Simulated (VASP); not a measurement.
Runs of VASP 6.6.1 on BN. The structure is that of space group F-43m (No. 216), or close to it. The cells are those of the table. 

| cell | gap on the mesh (eV) | pressure (GPa) |
| --- | --- | --- |
| a = 2.452, b = 2.452, c = 2.348 Å, angles 61.4, 61.4, 57.2°, 2 atoms | 4.27 | 89.9 |
| a = 2.654 Å, angles 60.0°, 2 atoms | 4.83 | (b) |
| a = 2.502, b = 2.502, c = 2.552 Å, angles 59.3, 59.3, 61.3°, 2 atoms | 4.28 | 18.5 |
| a = 2.757 Å, angles 60.0°, 2 atoms | (c) | -58.5 |
| a = 2.348 Å, angles 60.0°, 2 atoms | 5.24 | (a) |

Alike in all rows: task single point; level r2SCAN; potentials or basis VASP PAW PBE potentials, release 64 (B, N); no spin polarisation; k mesh 12 × 12 × 12; cutoff (eV) 520; smearing gaussian 0.05 eV.

**Question.** Fill in the values left out.

**Answer.** (a) 155.7; (b) -36.4; (c) 4.66.

Caveats: the PAW data sets were made with another functional, which shifts forces and pressure a little; the cell stands under pressure (at least some runs); the cell stands under tension (at least some runs).

A k mesh can miss the band edges.
